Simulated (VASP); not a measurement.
Set up this calculation in VASP 6.6.1, as the native input.

- Task: single point
- Functional: r2SCAN0
- Potentials or basis: VASP PAW PBE potentials, release 64 (Cu)
- Cutoff: 580 eV
- k mesh: 8 × 8 × 8
- Occupations: fermi-dirac, width 0.15 eV
- Spin: no spin polarisation
- Dipole correction: no
- Grid for exact exchange (PRECFOCK): Normal
- Further INCAR settings: ALGO = Normal; EDIFF = 1e-06; NBANDS = 12
- Share of exact exchange: 0.25

Crystal: Cu.

```
Cu
1.0
    -1.44279    1.44279    1.37608
     1.44279   -1.44279    1.37608
     1.44279    1.44279   -1.37608
Cu
1
Direct
  0.00000 0.00000 0.00000
```

One way to write it, as run:

POSCAR

```
Cu
1.0
   -1.4427933200      1.4427933200      1.3760814500
    1.4427933200     -1.4427933200      1.3760814500
    1.4427933200      1.4427933200     -1.3760814500
Cu
1
Direct
    0.0000000000      0.0000000000      0.0000000000
```

INCAR.step1

```
PREC = Accurate ; ENCUT = 580
EDIFF = 1E-5 ; ISMEAR = -1
SIGMA = 0.15 ; LREAL = False
LASPH = True ; NELM = 120
ALGO = Normal ; ISIF = 2
LWAVE = True ; LCHARG = False
NBANDS = 12 ; GGA = PE
GGA_COMPAT = False
```

INCAR.step2

```
PREC = Accurate ; ENCUT = 580
EDIFF = 1E-6 ; ISMEAR = -1
SIGMA = 0.15 ; LREAL = False
LASPH = True ; NELM = 120
ALGO = Normal ; ISIF = 2
LWAVE = False ; LCHARG = False
METAGGA = R2SCAN ; LHFCALC = True
AEXX = 0.25 ; LMIXTAU = True
PRECFOCK = Normal ; NBANDS = 12
ISTART = 1 ; GGA_COMPAT = False
```

KPOINTS

```
Automatic mesh
0
Gamma
  8 8 8
```

Potentials or basis: VASP PAW PBE potentials, release 64 (Cu).

Launch:

```bash
$ cat potpaw_PBE.64/Cu/POTCAR > POTCAR
$ cp INCAR.step1 INCAR
$ mpirun -np 1 vasp_std > vasp.out
$ cp INCAR.step2 INCAR
$ mpirun -np 1 vasp_std > vasp.out
```

Results of the run:

```yaml
Pressure: 3.4 GPa
Band_gap_on_the_k_mesh: zero (an odd number of electrons rules out a gap without spin polarisation)
```

Caveat: the k points lie up to 0.39 Å⁻¹ apart, too coarse for converged energies and pressures of a metal; the PAW data sets were made with another functional, which shifts forces and pressure a little.

It took 54 min on 1 thread of Intel(R) Xeon(R) Platinum 8488C (Sapphire Rapids), on a shared host, peak memory 0.14 GiB.
